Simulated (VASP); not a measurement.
# Ge (P6/mmm) in VASP: further runs

Ge is run at these levels: LDA; tasks: single point.

Everything below comes from runs of VASP 6.6.1. Logs are shortened: lines on timing, memory, paths and dates and some standing lists are left out, and cuts for length are marked.

### Step 1. The cell of the first run

The structure is hexagonal, space group P6/mmm (No. 191). Conventional cell: a = 2.794 Å, b = 2.794 Å, c = 2.605 Å, α = 90.00°, β = 90.00°, γ = 120.00°. Within 3.4 Å of Ge (site symmetry 6/mmm) lie 8 Ge at 2.60 to 2.79 Å.

This isn't the form of Ge at room conditions, which is diamond.

### Step 2. Single point, LDA

Contents of INCAR:

```
PREC = Accurate ; ENCUT = 520
EDIFF = 1E-6 ; ISMEAR = -1
SIGMA = 0.08 ; LREAL = False
LASPH = True ; NELM = 60
ALGO = Normal ; ISIF = 2
LWAVE = False ; LCHARG = False
NBANDS = 13
```

Contents of KPOINTS:

```
Automatic mesh
0
Gamma
  15 15 14
```

Contents of POSCAR:

```
Ge
1.0
    2.7942941828      0.0000000000      0.0000000000
   -1.3971470914      2.4199297480      0.0000000000
    0.0000000000      0.0000000000      2.6048967724
Ge
1
Direct
    0.0000000000      0.0000000000      0.0000000000
```

Potentials or basis: VASP PAW LDA potentials, release 64 (Ge_d).

The run is started by

```
$ cat potpaw_LDA.64/Ge_d/POTCAR > POTCAR
$ mpirun -np 1 vasp_std > vasp.out
```

OUTCAR:

```text
PREC = Accurate
   ENCUT = 520
   EDIFF = 1E-6
   ISMEAR = -1
   LREAL = False
   LASPH = True
   NELM = 60
   ISIF = 2

 ion  position               nearest neighbor table
   1  0.000  0.000  0.000-

  LATTYP: Found a hexagonal cell.
 ALAT       =     2.7942941828
 C/A-ratio  =     0.9322199461

  Lattice vectors:

 A1 = (   2.7942941828,   0.0000000000,   0.0000000000)
 A2 = (  -1.3971470914,   2.4199297480,   0.0000000000)
 A3 = (   0.0000000000,   0.0000000000,   2.6048967724)

Analysis of symmetry for initial positions (statically):
=====================================================================
 Subroutine PRICEL returns:
 Original cell was already a primitive cell.

 Routine SETGRP: Setting up the symmetry group for a
 hexagonal supercell.

 Subroutine GETGRP returns: Found 24 space group operations
 (whereof 24 operations were pure point group operations)
 out of a pool of 24 trial point group operations.

The static configuration has the point symmetry D_6h.

Analysis of symmetry for dynamics (positions and initial velocities):
=====================================================================
 Subroutine PRICEL returns:
 Original cell was already a primitive cell.

 Routine SETGRP: Setting up the symmetry group for a
 hexagonal supercell.

 Subroutine GETGRP returns: Found 24 space group operations
 (whereof 24 operations were pure point group operations)
 out of a pool of 24 trial point group operations.

The dynamic configuration has the point symmetry D_6h.

 Subroutine INISYM returns: Found 24 space group operations
 (whereof 24 operations are pure point group operations),
 and found     1 'primitive' translations

----------------------------------------------------------------------------------------

                                     Primitive cell

  volume of cell :      17.6143

  direct lattice vectors                    reciprocal lattice vectors
     2.794294183  0.000000000  0.000000000     0.357872126  0.206617568  0.000000000
    -1.397147091  2.419929748  0.000000000     0.000000000  0.413235137  0.000000000
     0.000000000  0.000000000  2.604896772     0.000000000  0.000000000  0.383892372

  length of vectors
     2.794294183  2.794294183  2.604896772     0.413235137  0.413235137  0.383892372

  position of ions in fractional coordinates (direct lattice)
     0.000000000  0.000000000  0.000000000

  ion indices of the primitive-cell ions
   primitive index   ion index
                 1           1
[... 72 lines left out ...]
   EDIFF  = 0.1E-05   stopping-criterion for ELM
   LREAL  =      F    real-space projection
[... 7 lines left out ...]
   TEBEG  =    0.0;   TEEND  =   0.0 temperature during run
   PSTRESS=    0.0 pullay stress
   NELECT =      14.0000    total number of electrons
   NUPDOWN=      -1.0000    fix difference up-down
   EMIN   =  10.00;   EMAX   =-10.00  energy-range for DOS
   EFERMI =   0.00;   METHOD = LEGACY
   ISMEAR =    -1;   SIGMA  =   0.08  broadening in eV -4-tet -1-fermi 0-gaus
   EFERMI_NEDOS =   21; number of points for ismear=-14 and -15
   IALGO  =     38    algorithm
   IMIX   =      4    mixing-type and parameters
     AMIX     =   0.40;   BMIX     =  1.00
     AMIX_MAG =   1.60;   BMIX_MAG =  1.00
  volume/ion in A,a.u.               =      17.61       118.87
  Fermi-wavevector in a.u.,A,eV,Ry     =   1.516453  2.865681 31.288374  2.299631
  Thomas-Fermi vector in A             =   2.625841
   LORBIT       =      0    0 simple, 1 ext, 2 COOP (PROOUT), +10 PAW based schemes
   GGA     = CA    functional components
   LHFCALC =     F    Hartree Fock is set to
   AEXX    =    0.0000 exact exchange contribution
   IVDW    =     0    specifies the selected vdW correction
   LEPSILON=     F    determine dielectric tensor
   LRPA    =     F    only Hartree local field effects (RPA)
 non-spin polarized calculation
  energy-cutoff  :      520.00
  volume of cell :       17.61
 maximum number of plane-waves:       484
 NGX is ok and might be reduce to    24
   NGX = 11   NGY = 11   NGZ =  9

 number of electron      14.0000001 magnetization

 Free energy of the ion-electron system (eV)
  ---------------------------------------------------
  ext. energy  EPLUGINS =         0.00000000
  ---------------------------------------------------
  free energy    TOTEN  =        -5.00042278 eV

  energy without entropy =       -4.99175314  energy(sigma->0) =       -4.99608796

 E-fermi :   7.1100     XC(G=0): -11.8701

 val. band max:        7.0964826594   @ k =   0.2000   0.1333   0.2857
 cond. band min:       7.1562540357   @ k =   0.2000   0.2000   0.2857
 fundamental gap:      0.0597713763
 Fermi energy:         7.1100396303

 k-point     1 :       0.0000    0.0000    0.0000
  band No.  band energies     occupation
      1     -17.8062      2.00000
      2     -17.6805      2.00000
      3     -17.6805      2.00000
      4     -17.5037      2.00000
      5     -17.5037      2.00000
      6      -6.6489      2.00000
      7      14.3008      0.00000
      8      15.8552      0.00000
      9      15.8552      0.00000
     10      17.8662      0.00000
     11      21.7839      0.00000
     12      21.7839      0.00000
     13      22.8823      0.00000
[... 354 lines left out ...]
  band No.  band energies     occupation
      1     -17.7354      2.00000
      2     -17.6552      2.00000
      3     -17.5625      2.00000
      4     -17.5610      2.00000
      5     -17.5333      2.00000
      6      -0.6552      2.00000
      7       1.9402      2.00000
      8       6.3987      1.99972
      9      18.9496      0.00000
     10      21.8476      0.00000
     11      25.0304      0.00000
     12      25.2652      0.00000
     13      25.4446      0.00000

 [... further k-points ...]

------------------------ aborting loop because EDIFF is reached ----------------------------------------

  FORCE on cell =-STRESS in cart. coord.  units (eV):
  Direction    XX          YY          ZZ          XY          YZ          ZX
  --------------------------------------------------------------------------------------
  -------------------------------------------------------------------------------------
  Total        0.1629946      0.1629946      0.1594138      0.0000000     -0.0000000      0.0000000
  in kB       14.8258063     14.8258063     14.5000994      0.0000000     -0.0000000      0.0000000
  external PRESSURE =      14.7172373 kB  Pullay stress =       0.0000000 kB

 VOLUME and BASIS-vectors are now :
 -----------------------------------------------------------------------------
  energy-cutoff  :      520.00
  volume of cell :       17.61
      direct lattice vectors                 reciprocal lattice vectors
     2.794294183  0.000000000  0.000000000     0.357872126  0.206617568  0.000000000
    -1.397147091  2.419929748  0.000000000     0.000000000  0.413235137  0.000000000
     0.000000000  0.000000000  2.604896772     0.000000000  0.000000000  0.383892372

 POSITION                                       TOTAL-FORCE (eV/Angst)
 -----------------------------------------------------------------------------------
      0.00000      0.00000      0.00000         0.000000      0.000000      0.000000
 -----------------------------------------------------------------------------------
    total drift:                                0.000000      0.000000      0.000000

  FREE ENERGIE OF THE ION-ELECTRON SYSTEM (eV)
  ---------------------------------------------------
  free  energy   TOTEN  =        -5.0004227783 eV

  energy  without entropy=       -4.9917531423  energy(sigma->0) =       -4.99608796
```

OSZICAR:

```text
N       E                     dE             d eps       ncg     rms          rms(c)
DAV:   1     0.627458834222E+02    0.62746E+02   -0.69826E+03  6167   0.300E+03
DAV:   2     0.370049182602E+00   -0.62376E+02   -0.59523E+02  5936   0.418E+02
DAV:   3    -0.495296262086E+01   -0.53230E+01   -0.52963E+01  6374   0.710E+01
DAV:   4    -0.502212643418E+01   -0.69164E-01   -0.69156E-01  6506   0.866E+00
DAV:   5    -0.502273985084E+01   -0.61342E-03   -0.61341E-03  6449   0.892E-01    0.163E+00
DAV:   6    -0.500742244874E+01    0.15317E-01   -0.83242E-03  6964   0.204E+00    0.902E-01
DAV:   7    -0.500064012284E+01    0.67823E-02   -0.58944E-03  7266   0.137E+00    0.780E-02
DAV:   8    -0.500042561622E+01    0.21451E-03   -0.62765E-04  6846   0.592E-01    0.312E-02
DAV:   9    -0.500042282558E+01    0.27906E-05   -0.13887E-05  7533   0.665E-02    0.792E-03
DAV:  10    -0.500042277833E+01    0.47258E-07   -0.37534E-07  4543   0.658E-03
   1 F= -.50004228E+01 E0= -.49960880E+01  d E =-.866964E-02
```

Wall time 55 s (1 thread of Intel Xeon 8259CL, shared host); peak memory 0.16 GiB.

Results:

```yaml
Free_energy: -5.0004 eV
Pressure: 1.5 GPa
Band_gap_on_the_k_mesh: zero (bands 7 and 8 overlap by 11.04 eV)
```

### Step 3. Single point, LDA

Contents of INCAR:

```
  ALGO = Normal
  EDIFF = 1E-7
  ENCUT = 520
  ISIF = 2
  ISMEAR = -1
  LASPH = True
  LCHARG = False
  LREAL = False
  LWAVE = False
  NBANDS = 13
  NELM = 60
  PREC = Accurate
  SIGMA = 0.08
```

Contents of KPOINTS:

```
k-points
0
Gamma
  15 15 14
```

Contents of POSCAR:

```
Ge
1.0
    2.7949020333      0.0000000000      0.0000000000
   -1.3974510166      2.4204561619      0.0000000000
    0.0000000000      0.0000000000      2.6053417526
Ge
1
Direct
    0.0000000000      0.0000000000      0.0000000000
```

Potentials or basis: VASP PAW LDA potentials, release 64 (Ge_d).

The run is started by

```
$ cat potpaw_LDA.64/Ge_d/POTCAR > POTCAR
$ mpirun -np 1 vasp_std > vasp.out
```

Wall time 48 s (1 thread of Intel Xeon 8259CL, shared host); peak memory 0.16 GiB.

It converged, with:

```yaml
Free_energy: -5.0005 eV
Pressure: 1.4 GPa
Band_gap_on_the_k_mesh: zero (bands 7 and 8 overlap by 11.03 eV)
```

Levels at points of the mesh, in eV from the Fermi level:
```csv
k point,band 5,band 6,band 7,band 8,band 9,band 10
"(0.00, 0.00, 0.00)",-24.61,-13.75,7.19,8.74,8.74,10.75
"(0.00, 0.00, 0.50)",-24.66,-9.50,-6.33,11.99,11.99,17.35
```
